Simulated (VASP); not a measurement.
# KLiF2 (R-3m) in VASP: notebook

KLiF2 is run at these levels: PBE, r2SCAN; tasks: single point.

Everything below comes from runs of VASP 6.6.1. Logs are shortened: lines on timing, memory, paths and dates and some standing lists are left out, and cuts for length are marked.

### 1 The cell of the first run

The structure is trigonal, space group R-3m (No. 166). Conventional cell: a = 3.363 Å, b = 3.363 Å, c = 17.272 Å, α = 90.00°, β = 90.00°, γ = 120.00°. Li (site symmetry -3m) has 6 F at 2.25 Å within 3.0 Å. Within 3.5 Å of K (site symmetry -3m) lie 6 F at 2.62 Å and 6 K at 3.36 Å and 6 Li at 3.47 Å. F (site symmetry 3m) has 3 Li at 2.25 Å and 3 K at 2.62 Å and 3 F at 2.98 Å within 3.0 Å.

### 2 Single point, PBE (14.10 Å³/atom)

File INCAR:

```
ALGO     = Normal         # electronic algorithm
EDIFF    = 1E-6           # SCF threshold, eV
ENCUT    = 520            # plane-wave cutoff, eV
GGA      = PE             # functional
ISIF     = 2              # what is computed and relaxed
ISMEAR   = 0              # smearing method
LASPH    = T              # aspherical terms in the spheres
LCHARG   = F              # write CHGCAR
LREAL    = F              # projectors in reciprocal space
LWAVE    = F              # write WAVECAR
NBANDS   = 21             # bands
NELM     = 100            # most SCF steps
PREC     = Accurate       # precision mode
SIGMA    = 0.01           # smearing width, eV
```

File KPOINTS:

```
k-points
0
Gamma
  8 8 8
```

File POSCAR:

```
KLiF2
1.0
    1.6816919551      0.9709253030      5.7573782341
   -1.6816919551      0.9709253030      5.7573782341
    0.0000000000     -1.9418506059      5.7573782341
Li K F
1 1 2
Direct
    1.0000000000      0.0000000000      0.0000000000
    0.5000000000      0.5000000000      0.5000000000
    0.2680733507      0.2680733507      0.2680733507
    0.7319266493      0.7319266493      0.7319266493
```

Potentials or basis: VASP PAW PBE potentials, release 64 (Li_sv, K_sv, F).

The run is started by

```console
$ cat potpaw_PBE.64/Li_sv/POTCAR potpaw_PBE.64/K_sv/POTCAR potpaw_PBE.64/F/POTCAR > POTCAR
$ mpirun -np 1 vasp_std > vasp.out
```

OUTCAR:

```text
EDIFF = 1E-6
   ENCUT = 520
   GGA = PE
   ISIF = 2
   ISMEAR = 0
   LASPH = T
   LREAL = F
   NELM = 100
   PREC = Accurate

 ion  position               nearest neighbor table
   1  0.000  0.000  0.000-   4 2.25   3 2.25   4 2.25   4 2.25   3 2.25   3 2.25
   2  0.500  0.500  0.500-   3 2.62   4 2.62   3 2.62   3 2.62   4 2.62   4 2.62
   3  0.268  0.268  0.268-   1 2.25   1 2.25   1 2.25   2 2.62   2 2.62   2 2.62
   4  0.732  0.732  0.732-   1 2.25   1 2.25   1 2.25   2 2.62   2 2.62   2 2.62

  LATTYP: Found a trigonal (rhomboedric) cell.
 ALAT       =     6.0760338961
 COS(alpha) =     0.8467916227

  Lattice vectors:

 A1 = (   1.6816919551,   0.9709253030,   5.7573782341)
 A2 = (  -1.6816919551,   0.9709253030,   5.7573782341)
 A3 = (   0.0000000000,  -1.9418506059,   5.7573782341)

Analysis of symmetry for initial positions (statically):
=====================================================================
 Subroutine PRICEL returns:
 Original cell was already a primitive cell.

 Routine SETGRP: Setting up the symmetry group for a
 trigonal (rhombohedral) supercell.

 Subroutine GETGRP returns: Found 12 space group operations
 (whereof 12 operations were pure point group operations)
 out of a pool of 12 trial point group operations.

The static configuration has the point symmetry D_3d.

Analysis of symmetry for dynamics (positions and initial velocities):
=====================================================================
 Subroutine PRICEL returns:
 Original cell was already a primitive cell.

 Routine SETGRP: Setting up the symmetry group for a
 trigonal (rhombohedral) supercell.

 Subroutine GETGRP returns: Found 12 space group operations
 (whereof 12 operations were pure point group operations)
 out of a pool of 12 trial point group operations.

The dynamic configuration has the point symmetry D_3d.

 Subroutine INISYM returns: Found 12 space group operations
 (whereof 12 operations are pure point group operations),
 and found     1 'primitive' translations

----------------------------------------------------------------------------------------

                                     Primitive cell

  volume of cell :      56.4038

  direct lattice vectors                    reciprocal lattice vectors
     1.681691955  0.970925303  5.757378234     0.297319612  0.171657558  0.057896723
    -1.681691955  0.970925303  5.757378234    -0.297319612  0.171657558  0.057896723
     0.000000000 -1.941850606  5.757378234     0.000000000 -0.343315116  0.057896723

  length of vectors
     6.076033896  6.076033896  6.076033896     0.348162749  0.348162749  0.348162749

  position of ions in fractional coordinates (direct lattice)
     0.000000000  0.000000000  0.000000000
     0.500000000  0.500000000  0.500000000
     0.268073351  0.268073351  0.268073351
     0.731926649  0.731926649  0.731926649

  ion indices of the primitive-cell ions
   primitive index   ion index
                 1           1
                 2           2
                 3           3
                 4           4

----------------------------------------------------------------------------------------

 KPOINTS: k-points

Automatic generation of k-mesh.
 Grid dimensions read from file:
 generate k-points for:    8    8    8

 Generating k-lattice:

  Cartesian coordinates                     Fractional coordinates (reciprocal lattice)
     0.037164952  0.021457195  0.007237090     0.125000000  0.000000000  0.000000000
    -0.037164952  0.021457195  0.007237090     0.000000000  0.125000000  0.000000000
     0.000000000 -0.042914390  0.007237090     0.000000000  0.000000000  0.125000000

  Length of vectors
     0.043520344  0.043520344  0.043520344

  Shift w.r.t. Gamma in fractional coordinates (k-lattice)
     0.000000000  0.000000000  0.000000000

 Subroutine IBZKPT returns following result:
 ===========================================

 Found     65 irreducible k-points:

 Following reciprocal coordinates:
            Coordinates               Weight
  0.000000  0.000000  0.000000      1.000000
  0.125000  0.000000  0.000000      6.000000
  0.250000  0.000000  0.000000      6.000000
  0.375000 -0.000000  0.000000      6.000000
  0.500000  0.000000  0.000000      3.000000
  0.125000  0.125000  0.000000      6.000000
[... 16 lines left out ...]
  0.250000  0.125000  0.125000      6.000000
  0.375000  0.125000  0.125000      6.000000
 [... further k-points ...]
   k-points           NKPTS =     65   k-points in BZ     NKDIM =     65   number of bands    NBANDS=     21
   number of dos      NEDOS =    301   number of ions     NIONS =      4
   total plane-waves  NPLWV = 110592
   dimension x,y,z NGX =    48 NGY =   48 NGZ =   48
   dimension x,y,z NGXF=    96 NGYF=   96 NGZF=   96
   ions per type =               1   1   2
   NGX,Y,Z   is equivalent  to a cutoff of  13.13, 13.13, 13.13 a.u.
   NGXF,Y,Z  is equivalent  to a cutoff of  26.27, 26.27, 26.27 a.u.
 SYSTEM =  unknown system
   PREC   = accura    normal or accurate (medium, high low for compatibility)
   ISTART =      0    job   : 0-new  1-cont  2-samecut
   ICHARG =      2    charge: 1-file 2-atom 10-const
   ISPIN  =      1    spin polarized calculation?
   LNONCOLLINEAR =      F non collinear calculations
   LSORBIT =      F    spin-orbit coupling
   LASPH  =      T    aspherical Exc in radial PAW
   ENCUT  =  520.0 eV  38.22 Ry    6.18 a.u.  11.30 11.30 11.30*2*pi/ulx,y,z
   NELM   =    100;   NELMIN=  2; NELMDL= -5     # of ELM steps
   EDIFF  = 0.1E-05   stopping-criterion for ELM
   LREAL  =      F    real-space projection
   EDIFFG = 0.1E-04   stopping-criterion for IOM
   NSW    =      0    number of steps for IOM
   IBRION =     -1    ionic relax: 0-MD 1-quasi-New 2-CG
   NFREE  =      0    steps in history (QN), initial steepest desc. (CG)
   ISIF   =      2    stress and relaxation
   ISYM   =      2    0-nonsym 1-usesym 2-fastsym
   POTIM  = 0.5000    time-step for ionic-motion
   TEBEG  =    0.0;   TEEND  =   0.0 temperature during run
   PSTRESS=    0.0 pullay stress
   NELECT =      26.0000    total number of electrons
   NUPDOWN=      -1.0000    fix difference up-down
   EMIN   =  10.00;   EMAX   =-10.00  energy-range for DOS
   EFERMI =   0.00;   METHOD = LEGACY
[... 16 lines left out ...]
 non-spin polarized calculation
 Gauss-broadening in eV      SIGMA  =   0.01
  energy-cutoff  :      520.00
  volume of cell :       56.40
 maximum number of plane-waves:      1546
 NGX is ok and might be reduce to    48
   NGX = 23   NGY = 23   NGZ = 23

 number of electron      25.9999996 magnetization

 Free energy of the ion-electron system (eV)
  ---------------------------------------------------
  ext. energy  EPLUGINS =         0.00000000
  ---------------------------------------------------
  free energy    TOTEN  =       -17.32492138 eV

  energy without entropy =      -17.32492138  energy(sigma->0) =      -17.32492138

 E-fermi :  -2.1390     XC(G=0):  -8.8164

 val. band max:       -2.1798723041   @ k =   0.0000   0.0000   0.0000
 cond. band min:       4.0753323393   @ k =   0.0000   0.0000   0.0000
 fundamental gap:      6.2552046433
 Fermi energy:        -2.1389937380

 k-point     1 :       0.0000    0.0000    0.0000
  band No.  band energies     occupation
      1     -44.0692      2.00000
      2     -28.8607      2.00000
      3     -21.3051      2.00000
      4     -21.2006      2.00000
      5     -12.0905      2.00000
      6     -11.9064      2.00000
[... 13 lines left out ...]
     20      11.1484      0.00000
     21      13.2082      0.00000

 k-point     2 :       0.1250    0.0000    0.0000
  band No.  band energies     occupation
      1     -44.0685      2.00000
      2     -28.8352      2.00000
      3     -21.2980      2.00000
      4     -21.1848      2.00000
      5     -12.0937      2.00000
      6     -12.0528      2.00000
[... 13 lines left out ...]
     20      11.1287      0.00000
     21      13.1476      0.00000

 k-point     3 :       0.2500    0.0000    0.0000
  band No.  band energies     occupation
      1     -44.0668      2.00000
      2     -28.7728      2.00000
      3     -21.2722      2.00000
      4     -21.1561      2.00000
      5     -12.3955      2.00000
      6     -12.0922      2.00000
[... 13 lines left out ...]
     20      11.3374      0.00000
     21      12.5983      0.00000

 k-point     4 :       0.3750   -0.0000    0.0000
  band No.  band energies     occupation
      1     -44.0651      2.00000
      2     -28.7092      2.00000
      3     -21.2293      2.00000
      4     -21.1460      2.00000
      5     -12.7117      2.00000
      6     -12.1059      2.00000
[... 13 lines left out ...]
     20      11.8697      0.00000
     21      12.3221      0.00000

 k-point     5 :       0.5000    0.0000    0.0000
  band No.  band energies     occupation
      1     -44.0644      2.00000
      2     -28.6824      2.00000
      3     -21.1973      2.00000
      4     -21.1565      2.00000
      5     -12.8367      2.00000
      6     -12.1390      2.00000
[... 13 lines left out ...]
     20      12.4403      0.00000
     21      12.6426      0.00000

 k-point     6 :       0.1250    0.1250    0.0000
  band No.  band energies     occupation
      1     -44.0685      2.00000
      2     -28.8352      2.00000
      3     -21.3048      2.00000
      4     -21.1778      2.00000
      5     -12.0931      2.00000
      6     -12.0532      2.00000
[... 13 lines left out ...]
     20      11.0962      0.00000
     21      13.2526      0.00000

 k-point     7 :       0.2500    0.1250    0.0000
  band No.  band energies     occupation
      1     -44.0673      2.00000
      2     -28.7912      2.00000
      3     -21.2893      2.00000
      4     -21.1549      2.00000
      5     -12.2804      2.00000
      6     -12.0975      2.00000
[... 13 lines left out ...]
     20      11.1281      0.00000
     21      13.1101      0.00000
[... 291 lines left out ...]
      1     -44.0638      2.00000
      2     -28.6636      2.00000
      3     -21.1912      2.00000
      4     -21.1456      2.00000
      5     -12.6857      2.00000
      6     -12.4425      2.00000
[... 13 lines left out ...]
     20      12.5418      0.00000
     21      12.5493      0.00000

 k-point    21 :       0.5000    0.5000    0.0000
  band No.  band energies     occupation
      1     -44.0643      2.00000
      2     -28.6822      2.00000
      3     -21.2376      2.00000
      4     -21.1161      2.00000
      5     -12.8452      2.00000
      6     -12.1400      2.00000
[... 13 lines left out ...]
     20      12.5323      0.00000
     21      12.6871      0.00000

 k-point    22 :       0.1250    0.1250    0.1250
  band No.  band energies     occupation
      1     -44.0692      2.00000
      2     -28.8606      2.00000
      3     -21.3266      2.00000
      4     -21.1788      2.00000
      5     -12.0902      2.00000
      6     -11.9064      2.00000
[... 13 lines left out ...]
     20      11.0988      0.00000
     21      13.2717      0.00000

 k-point    23 :       0.2500    0.1250    0.1250
  band No.  band energies     occupation
      1     -44.0685      2.00000
      2     -28.8351      2.00000
      3     -21.3223      2.00000
      4     -21.1602      2.00000
      5     -12.0927      2.00000
      6     -12.0520      2.00000
[... 13 lines left out ...]
     20      11.0693      0.00000
     21      13.3610      0.00000

 k-point    24 :       0.3750    0.1250    0.1250
  band No.  band energies     occupation
      1     -44.0668      2.00000
      2     -28.7727      2.00000
      3     -21.2848      2.00000
      4     -21.1440      2.00000
      5     -12.3932      2.00000
      6     -12.0893      2.00000
[... 13 lines left out ...]
     20      11.0982      0.00000
     21      12.6362      0.00000

 [... further k-points ...]

------------------------ aborting loop because EDIFF is reached ----------------------------------------

  FORCE on cell =-STRESS in cart. coord.  units (eV):
  Direction    XX          YY          ZZ          XY          YZ          ZX
  --------------------------------------------------------------------------------------
  -------------------------------------------------------------------------------------
  Total       -0.4063755     -0.4063755     -0.4831284      0.0000000     -0.0000000      0.0000000
  in kB      -11.5432956    -11.5432956    -13.7234984      0.0000000     -0.0000000      0.0000000
  external PRESSURE =     -12.2700298 kB  Pullay stress =       0.0000000 kB

 VOLUME and BASIS-vectors are now :
 -----------------------------------------------------------------------------
  energy-cutoff  :      520.00
  volume of cell :       56.40
      direct lattice vectors                 reciprocal lattice vectors
     1.681691955  0.970925303  5.757378234     0.297319612  0.171657558  0.057896723
    -1.681691955  0.970925303  5.757378234    -0.297319612  0.171657558  0.057896723
     0.000000000 -1.941850606  5.757378234     0.000000000 -0.343315116  0.057896723

 POSITION                                       TOTAL-FORCE (eV/Angst)
 -----------------------------------------------------------------------------------
      0.00000      0.00000      0.00000        -0.000000      0.000000      0.000000
      0.00000      0.00000      8.63607         0.000000      0.000000      0.000000
      0.00000      0.00000      4.63020        -0.000000     -0.000000     -0.027488
      0.00000      0.00000     12.64194        -0.000000      0.000000      0.027488
 -----------------------------------------------------------------------------------
    total drift:                                0.000000      0.000000     -0.000000

  FREE ENERGIE OF THE ION-ELECTRON SYSTEM (eV)
  ---------------------------------------------------
  free  energy   TOTEN  =       -17.3249213801 eV

  energy  without entropy=      -17.3249213801  energy(sigma->0) =      -17.32492138
```

Wall time 3.8 min (1 thread of Intel Xeon 8259CL, shared host); peak memory 0.35 GiB.

Results:

* Free energy: -17.3249 eV
* Largest force: 0.027 eV/Å
* Band gap on the k mesh: 6.26 eV

Forces in eV/Å, atoms in the order of the input:
```
Li   0.000  0.000  0.000
K    0.000  0.000  0.000
F    0.000  0.000 -0.027
F    0.000  0.000  0.027
```

Caveat: the cutoff is under 1.25 times the usual one of these potentials, so pressure, stress and relaxed cells hold a basis-set (Pulay) error. A k mesh can miss the band edges.

### 3 Single point, PBE (14.51 Å³/atom)

This run uses another cell than the first one, of 14.51 Å³/atom.

File INCAR:

```
PREC = Accurate
ENCUT = 520
EDIFF = 1E-7
ISMEAR = 0
SIGMA = 0.01
LREAL = False
LASPH = True
NELM = 80
ALGO = Normal
ISIF = 2
LWAVE = False
LCHARG = False
GGA = PE
NBANDS = 21
```

File KPOINTS:

```
Automatic mesh
0
Gamma
  8 8 8
```

File POSCAR:

```
KLiF2
1.0
    1.6978630620      0.9802616959      5.8127410365
   -1.6978630620      0.9802616959      5.8127410365
    0.0000000000     -1.9605233918      5.8127410365
Li K F
1 1 2
Direct
    1.0000000000      0.0000000000      0.0000000000
    0.5000000000      0.5000000000      0.5000000000
    0.2680733507      0.2680733507      0.2680733507
    0.7319266493      0.7319266493      0.7319266493
```

Potentials or basis: VASP PAW PBE potentials, release 64 (Li_sv, K_sv, F).

The run is started by

```console
$ cat potpaw_PBE.64/Li_sv/POTCAR potpaw_PBE.64/K_sv/POTCAR potpaw_PBE.64/F/POTCAR > POTCAR
$ mpirun -np 1 vasp_std > vasp.out
```

It took 3.9 min on 1 thread of Intel Xeon 8259CL, shared host; peak memory 0.36 GiB.

Results (log left out):

```yaml
Free_energy: -17.3098 eV
Largest_force: 0.075 eV/Å
Band_gap_on_the_k_mesh: 6.10 eV
```

Forces on the atoms (eV/Å):
```
Li   0.000  0.000  0.000
K    0.000  0.000  0.000
F    0.000  0.000 -0.075
F    0.000  0.000  0.075
```

Levels at points of the mesh, in eV from the valence-band top:
| k point | band 10 | band 11 | band 12 | band 13 | band 14 | band 15 | band 16 | band 17 |
| --- | --- | --- | --- | --- | --- | --- | --- | --- |
| (0.00, 0.00, 0.00) | -0.34 | -0.10 | -0.10 | 0.00 | 6.10 | 8.89 | 9.55 | 10.95 |
| (0.50, 0.00, 0.00) | -0.68 | -0.63 | -0.14 | -0.13 | 7.92 | 9.63 | 11.06 | 11.36 |
| (0.50, 0.50, 0.00) | -0.55 | -0.41 | -0.32 | -0.28 | 7.94 | 10.19 | 10.68 | 11.76 |
| (0.50, 0.50, 0.50) | -0.25 | -0.25 | -0.20 | -0.20 | 6.88 | 8.38 | 9.13 | 10.99 |

Caveat: the cutoff is under 1.25 times the usual one of these potentials, so pressure, stress and relaxed cells hold a basis-set (Pulay) error. A k mesh can miss the band edges.

### 4 Single point, r2SCAN (12.10 Å³/atom)

This run uses another cell than the first one, of 12.10 Å³/atom.

File POSCAR:

```
KLiF2
1.0
    1.5891863819      0.9175171854      5.5335805754
   -1.5891863819      0.9175171854      5.5335805754
    0.0000000000     -1.8350343708      5.5335805754
Li K F
1 1 2
Direct
    1.0000000000      0.0000000000      0.0000000000
    0.5000000000      0.5000000000      0.5000000000
    0.2689466835      0.2689466835      0.2689466835
    0.7310533165      0.7310533165      0.7310533165
```

File INCAR.step1:

```
ALGO = Normal
EDIFF = 1E-4
ENCUT = 520
GGA = PE
ISMEAR = 0
LASPH = T
LCHARG = F
LREAL = F
LWAVE = T
NBANDS = 21
NELM = 100
PREC = Accurate
SIGMA = 0.01
```

File INCAR.step2:

```
ALGO = Normal
EDIFF = 1E-6
ENCUT = 520
ISIF = 2
ISMEAR = 0
ISTART = 1
LASPH = T
LCHARG = T
LELF = T
LMIXTAU = T
LREAL = F
LVHAR = T
LWAVE = F
METAGGA = R2SCAN
NBANDS = 21
NELM = 100
PREC = Accurate
SIGMA = 0.01
```

File KPOINTS:

```
k-points
0
Gamma
  8 8 8
```

The run is started by

```console
$ cat potpaw_PBE.64/Li_sv/POTCAR potpaw_PBE.64/K_sv/POTCAR potpaw_PBE.64/F/POTCAR > POTCAR
$ cp INCAR.step1 INCAR
$ mpirun -np 1 vasp_std > vasp.out
$ cp INCAR.step2 INCAR
$ mpirun -np 1 vasp_std > vasp.out
```

Run time: 15 min. Hardware: 1 thread of Intel Xeon 8259CL, shared host; peak memory 0.39 GiB.

Results (log left out):

| Property | Result |
| --- | --- |
| Free energy | -26.2094 eV |
| Largest force | 0.211 eV/Å |
| Band gap on the k mesh | 7.86 eV |

Forces on the atoms (eV/Å):
```
Li   0.000  0.000  0.000
K    0.000  0.000  0.000
F    0.000  0.000  0.211
F    0.000  0.000 -0.211
```

Levels at points of the mesh, in eV from the valence-band top:
```
           k point  band 9  band 10  band 11  band 12  band 13  band 14  band 15  band 16  band 17  band 18
(0.00, 0.00, 0.00)   -0.51    -0.51    -0.18    -0.18     0.00     7.86    10.15    11.34    12.15    12.15
(0.50, 0.00, 0.00)   -1.40    -0.97    -0.88    -0.22    -0.14     8.60    11.34    13.11    13.53    14.61
(0.50, 0.50, 0.00)   -1.49    -0.76    -0.63    -0.44    -0.43     8.58    12.34    12.36    13.58    14.50
(0.50, 0.50, 0.50)   -0.54    -0.38    -0.38    -0.32    -0.32     8.42    10.23    10.69    12.19    12.19
```

Caveat: the cutoff is under 1.25 times the usual one of these potentials, so pressure, stress and relaxed cells hold a basis-set (Pulay) error; the PAW data sets were made with another functional, which shifts forces and pressure a little.

### 5 The runs side by side

| level | cell | gap on the mesh (eV) | largest force (eV/Å) |
| --- | --- | --- | --- |
| PBE | a = 6.076 Å, angles 32.1°, 4 atoms, atomic positions A | 6.26 | 0.03 |
| PBE | a = 6.134 Å, angles 32.1°, 4 atoms, atomic positions A | 6.10 | 0.08 |
| r2SCAN | a = 5.830 Å, angles 31.6°, 4 atoms, atomic positions B | 7.86 | 0.21 |

Alike in all rows: task single point; potentials or basis VASP PAW PBE potentials, release 64 (Li_sv, K_sv, F); no spin polarisation; k mesh 8 × 8 × 8; cutoff (eV) 520; smearing gaussian 0.01 eV.

Caveats: the cutoff is under 1.25 times the usual one of these potentials, so pressure, stress and relaxed cells hold a basis-set (Pulay) error; the PAW data sets were made with another functional, which shifts forces and pressure a little (at least some runs).

Absolute energies hang on the potentials; compare differences alone.
